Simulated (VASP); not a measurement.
Runs of VASP 6.6.1 on HfIn4SiO6. The structure is that of space group C2 (No. 5), or close to it. The cells are those of the table. 

| task | level | cell | k mesh | cutoff (eV) | gap on the mesh (eV) | pressure (GPa) | largest force (eV/Å) |
| --- | --- | --- | --- | --- | --- | --- | --- |
| single point | PBE | a = 5.395, b = 5.395, c = 7.585 Å, angles 97.0, 97.0, 120.0°, 12 atoms | 4 × 4 × 3 | 520 | none | 1.7 | 0.22 |
| relaxation of cell and atoms | PBE+D4 | relaxed from a = 5.431, b = 5.431, c = 7.636 Å, angles 97.0, 97.0, 120.0°, 12 atoms | 4 × 4 × 2 | 600 | none | 0.0 | 0.02 |
| single point | PBE | a = 5.467, b = 5.467, c = 7.687 Å, angles 97.0, 97.0, 120.0°, 12 atoms | 4 × 4 × 3 | 520 | none | -3.0 | 0.29 |
| single point | PBE | a = 5.358, b = 5.358, c = 7.533 Å, angles 97.0, 97.0, 120.0°, 12 atoms | 4 × 4 × 3 | 520 | none | 4.5 | 0.42 |
| single point | PBE+D4 | a = 5.390, b = 5.390, c = 7.478 Å, angles 96.9, 96.9, 120.0°, 12 atoms | 4 × 4 × 2 | 520 | none | -0.5 | 0.14 |
| single point | PBE | a = 5.538, b = 5.538, c = 7.786 Å, angles 97.0, 97.0, 120.0°, 12 atoms | 4 × 4 × 3 | 520 | none | (a) | 0.60 |
| single point | PBE | a = 5.503, b = 5.503, c = 7.737 Å, angles 97.0, 97.0, 120.0°, 12 atoms | 4 × 4 × 3 | 520 | none | (c) | (b) |
| single point | PBE | a = 5.320, b = 5.320, c = 7.480 Å, angles 97.0, 97.0, 120.0°, 12 atoms | 4 × 4 × 3 | 520 | none | 7.6 | 0.65 |

Alike in all rows: potentials or basis VASP PAW PBE potentials, release 64 (Hf_pv, In_d, Si, O); no spin polarisation; smearing fermi-dirac 0.05 eV.

Question: Estimate the missing entries.

Answer: (a) -6.8; (b) 0.45; (c) -5.0.

Caveats: some runs use coarse meshes; spin-orbit coupling is left out, which moves the levels of the heavy elements; pairwise dispersion overbinds metals, which lowers pressure and volume (some runs).

A k mesh can miss the band edges, and the runs leave out spin-orbit coupling on Hf, In.

A gap of «none» marks levels without a gap at the run's occupations.
